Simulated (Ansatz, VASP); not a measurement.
## One calculation of NaHF2, two programs

The input INCAR:

```
  PREC = Accurate
  ENCUT = 520
  EDIFF = 1E-8
  ISMEAR = -1
  SIGMA = 0.02
  LREAL = False
  LASPH = True
  NELM = 80
  ALGO = Normal
  ISIF = 2
  LWAVE = False
  LCHARG = False
  LEFG = True
  NBANDS = 19
```

Contents of KPOINTS:

```
regular mesh
0
Gamma
  10 10 10
```

File POSCAR:

```
NaHF2
1.0
    1.7050849857      0.9844312755      4.5761755715
   -1.7050849857      0.9844312755      4.5761755715
    0.0000000000     -1.9688625510      4.5761755715
Na H F
1 1 2
Direct
    0.0000000000      0.0000000000      0.0000000000
    0.5000000000      0.5000000000      0.5000000000
    0.4100000000      0.4100000000      0.4100000000
    0.5900000000      0.5900000000      0.5900000000
```

Input for Ansatz:

```yaml
crystal:
  lattice:
    - [1.7050849857, 0.9844312755, 4.5761755715]
    - [-1.7050849857, 0.9844312755, 4.5761755715]
    - [0.0, -1.968862551, 4.5761755715]
  atoms:
    - { symbol: Na, position: [0.0, 0.0, 0.0] }
    - { symbol: H, position: [0.5, 0.5, 0.5] }
    - { symbol: F, position: [0.41, 0.41, 0.41] }
    - { symbol: F, position: [0.59, 0.59, 0.59] }
kpoints:
  mp_grid: { grid: [10, 10, 10] }
scf:
  occupations: { method: fermi_dirac, width: 0.02 }
hamiltonian:
  xc: lda
  pseudopotentials: { kind: paw }
output:
  forces: true
  stress: true
  eigenvalues: true
  efg: { contact_densities: true }
```

Change from the starting cell: volume scaled by 0.96, PAW files.

Alike in both runs: task electric field gradients; functional LDA; k mesh 10 × 10 × 10; occupations fermi-dirac, width 0.02 eV; no spin polarisation.

|  | VASP | Ansatz |
| --- | --- | --- |
| version | VASP 6.6.1 | Ansatz 0.2.0 |
| potentials or method | VASP PAW LDA potentials, release 64 (Na_pv, H, F) | PAW with Ansatz's default frozen-core files, scalar-relativistic |
| plane-wave cutoff (eV) | 520 | 420 |
| valence electrons in the cell | 22 | 24 |

|  | VASP | Ansatz | Ansatz less VASP |
| --- | --- | --- | --- |
| gap on the k mesh at the Fermi level (eV) | 6.47 | 6.50 | +0.034 |
| pressure (GPa) | -5.4 | -5.4 | -0.04 |
| traceless stress, the component that is largest in VASP (GPa) | -10.10 | -10.57 | -0.464 |
| rms of the force components (eV/Å) | 0.825 | 0.850 | +0.0257 |
| size of Vzz on the site where it differs most (V/Å²) | 115.5 | 113.8 | -1.73 |

LDA's correlation is that of Perdew and Zunger in VASP and of Perdew and Wang (1992) in Ansatz. Atom by atom the forces differ by 0.026 eV/Å (rms over components). VASP's potentials hold 22 valence electrons a cell and Ansatz's 24, so a difference there can come from the potentials and not from the codes.
